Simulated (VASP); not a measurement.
# P (Imma) in VASP: notebook, part 2 of 2

VASP 6.6.1. The steps go on from the part before.

### Step 4. Single point, PBEsol (strain +0.080 along x and y, +0.000 along z)

INCAR

```
ALGO     = Normal         # electronic algorithm
EDIFF    = 1E-6           # SCF threshold, eV
ENCUT    = 520            # plane-wave cutoff, eV
GGA      = PS             # functional
ISIF     = 2              # what is computed and relaxed
ISMEAR   = 0              # smearing method
LASPH    = True           # aspherical terms in the spheres
LCHARG   = False          # write CHGCAR
LREAL    = False          # projectors in reciprocal space
LWAVE    = False          # write WAVECAR
NBANDS   = 12             # bands
NELM     = 100            # most SCF steps
PREC     = Accurate       # precision mode
SIGMA    = 0.15           # smearing width, eV
```

KPOINTS

```
k-points
0
Gamma
  18 18 18
```

POSCAR

```
P
1.0
   -1.8268308465      2.7163782403      1.8589441358
    1.8268308465     -2.7163782403      1.8589441358
    1.8268308465      2.7163782403     -1.8589441358
P
2
Direct
    0.8033091100      0.0533091100      0.7500000000
    0.1966908900      0.9466908900      0.2500000000
```

Potentials or basis: VASP PAW PBE potentials, release 64 (P).

Command:

```
> cat potpaw_PBE.64/P/POTCAR > POTCAR
> mpirun -np 1 vasp_std > vasp.out
```

OUTCAR:

```text
EDIFF = 1E-6
   ENCUT = 520
   GGA = PS
   ISIF = 2
   ISMEAR = 0
   LASPH = True
   LREAL = False
   NELM = 100
   PREC = Accurate

 ion  position               nearest neighbor table
   1  0.803  0.053  0.750-   2 2.34   2 2.34   2 2.75   2 2.75   2 2.90   2 2.90
   2  0.197  0.947  0.250-   1 2.34   1 2.34   1 2.75   1 2.75   1 2.90   1 2.90

  LATTYP: Found a body centered orthorhombic cell.
 ALAT       =     3.6536616930
 B/A-ratio  =     1.0175786879
 C/A-ratio  =     1.4869347348

  Lattice vectors:

 A1 = (  -1.8268308465,   2.7163782403,  -1.8589441358)
 A2 = (   1.8268308465,   2.7163782403,   1.8589441358)
 A3 = (   1.8268308465,  -2.7163782403,  -1.8589441358)

Analysis of symmetry for initial positions (statically):
=====================================================================
 Subroutine PRICEL returns:
 Original cell was already a primitive cell.

 Routine SETGRP: Setting up the symmetry group for a
 body centered orthorhombic supercell.

 Subroutine GETGRP returns: Found  8 space group operations
 (whereof  4 operations were pure point group operations)
 out of a pool of  8 trial point group operations.

[... 178 lines left out ...]
      6       8.2604      0.00000
      7       8.9856      0.00000
      8      11.0629      0.00000
      9      12.0012      0.00000
     10      13.2603      0.00000
     11      13.5790      0.00000
     12      13.5817      0.00000
[... 331 lines left out ...]
 k-point    24 :      -0.2778    0.0556    0.0000
  band No.  band energies     occupation
      1      -7.2845      2.00000
      2      -0.2248      2.00000
      3       3.3193      2.00000
      4       5.2232      2.00000
      5       5.8460      2.00000
      6       7.4200      0.00000
      7       8.3140      0.00000
      8       9.5849      0.00000
      9      12.6441      0.00000
     10      13.5338      0.00000
     11      14.1586      0.00000
     12      17.3996      0.00000

 [... further k-points ...]

------------------------ aborting loop because EDIFF is reached ----------------------------------------

  FORCE on cell =-STRESS in cart. coord.  units (eV):
  Direction    XX          YY          ZZ          XY          YZ          ZX
  --------------------------------------------------------------------------------------
  -------------------------------------------------------------------------------------
  Total       -3.6349206     -3.7554687     -1.1653802      0.0000000     -0.0000000      0.0000000
  in kB     -157.8303808   -163.0646511    -50.6014917      0.0000000     -0.0000000      0.0000000
  external PRESSURE =    -123.8321745 kB  Pullay stress =       0.0000000 kB

 VOLUME and BASIS-vectors are now :
 -----------------------------------------------------------------------------
  energy-cutoff  :      520.00
  volume of cell :       36.90
      direct lattice vectors                 reciprocal lattice vectors
    -1.826830847  2.716378240  1.858944136     0.000000000  0.184068622  0.268969890
     1.826830847 -2.716378240  1.858944136     0.273698028  0.000000000  0.268969890
     1.826830847  2.716378240 -1.858944136     0.273698028  0.184068622  0.000000000

 POSITION                                       TOTAL-FORCE (eV/Angst)
 -----------------------------------------------------------------------------------
      0.00000      4.07457      0.19820         0.000000      0.000000      0.200653
      1.82683     -1.35819      1.66075        -0.000000     -0.000000     -0.200653
 -----------------------------------------------------------------------------------
    total drift:                                0.000000     -0.000000     -0.000000

  FREE ENERGIE OF THE ION-ELECTRON SYSTEM (eV)
  ---------------------------------------------------
  free  energy   TOTEN  =       -11.2361021833 eV

  energy  without entropy=      -11.2334128505  energy(sigma->0) =      -11.23475752
```

OSZICAR:

```text
N       E                     dE             d eps       ncg     rms          rms(c)
DAV:   1     0.182102356756E+02    0.18210E+02   -0.43015E+03 20784   0.704E+02
DAV:   2    -0.101513695254E+02   -0.28362E+02   -0.27158E+02 27968   0.108E+02
DAV:   3    -0.112573249671E+02   -0.11060E+01   -0.10969E+01 26852   0.200E+01
DAV:   4    -0.112652546409E+02   -0.79297E-02   -0.79279E-02 24804   0.206E+00
DAV:   5    -0.112653271184E+02   -0.72478E-04   -0.72476E-04 27184   0.192E-01    0.524E+00
DAV:   6    -0.112467087954E+02    0.18618E-01   -0.34755E-03 24856   0.390E-01    0.306E+00
DAV:   7    -0.112360004045E+02    0.10708E-01   -0.90886E-03 24652   0.617E-01    0.114E-01
DAV:   8    -0.112360956472E+02   -0.95243E-04   -0.65702E-04 25540   0.169E-01    0.430E-02
DAV:   9    -0.112361008946E+02   -0.52474E-05   -0.21325E-05 26280   0.310E-02    0.153E-02
DAV:  10    -0.112361021886E+02   -0.12940E-05   -0.19211E-06 23060   0.873E-03    0.538E-03
DAV:  11    -0.112361021833E+02    0.52526E-08   -0.21461E-07 14156   0.299E-03
   1 F= -.11236102E+02 E0= -.11234758E+02  d E =-.268933E-02
```

stdout:

```text
POSCAR found type information on POSCAR P
 POSCAR found :  1 types and       2 ions
 scaLAPACK will be used
 -----------------------------------------------------------------------------
|                                                                             |
|                                                                             |
|     You enforced a specific xc type in the INCAR file but a different       |
|     I HOPE YOU KNOW WHAT YOU ARE DOING!                                     |
|                                                                             |
 -----------------------------------------------------------------------------

 LDA part: xc-table for (Slater+PW92), standard interpolation
 POSCAR, INCAR and KPOINTS ok, starting setup
 FFT: planning ... GRIDC
 FFT: planning ... GRID_SOFT
 FFT: planning ... GRID
 WAVECAR not read
 entering main loop
```

Run time: 5.6 min. Hardware: 1 thread of Intel Xeon 8259CL, shared host; peak memory 0.39 GiB.

Results:

- Free energy: -11.2361 eV
- Pressure: -12.4 GPa
- Largest force: 0.201 eV/Å
- Band gap on the k mesh: zero (bands 5 and 6 overlap by 0.70 eV)

Forces on the atoms (eV/Å):
```
P    0.000  0.000  0.201
P    0.000  0.000 -0.201
```

Stress tensor (GPa, compression positive):
```
-15.78   0.00   0.00
  0.00 -16.31   0.00
  0.00   0.00  -5.06
```

Caveat: the cell differs from its parent crystal (strain +0.080 along x and y, +0.000 along z); the cell stands under tension; the PAW data sets were made with another functional, which shifts forces and pressure a little.

### Step 5. Overview

```tsv
cell	gap on the mesh (eV)	pressure (GPa)	largest force (eV/Å)
a = 3.728 Å, angles 121.3, 86.5, 122.8°, 2 atoms	none	-10.2	0.15
a = 3.698 Å, angles 123.2, 90.0, 117.0°, 2 atoms	none	-10.0	0.38
a = 3.765 Å, angles 121.9, 87.6, 120.8°, 2 atoms	none	-12.4	0.20
```

Alike in all rows: task single point; level PBEsol; potentials or basis VASP PAW PBE potentials, release 64 (P); no spin polarisation; k mesh 18 × 18 × 18; cutoff (eV) 520; smearing gaussian 0.15 eV.

Caveats: the cell stands under tension; the PAW data sets were made with another functional, which shifts forces and pressure a little.

Absolute energies hang on the potentials; compare differences alone.
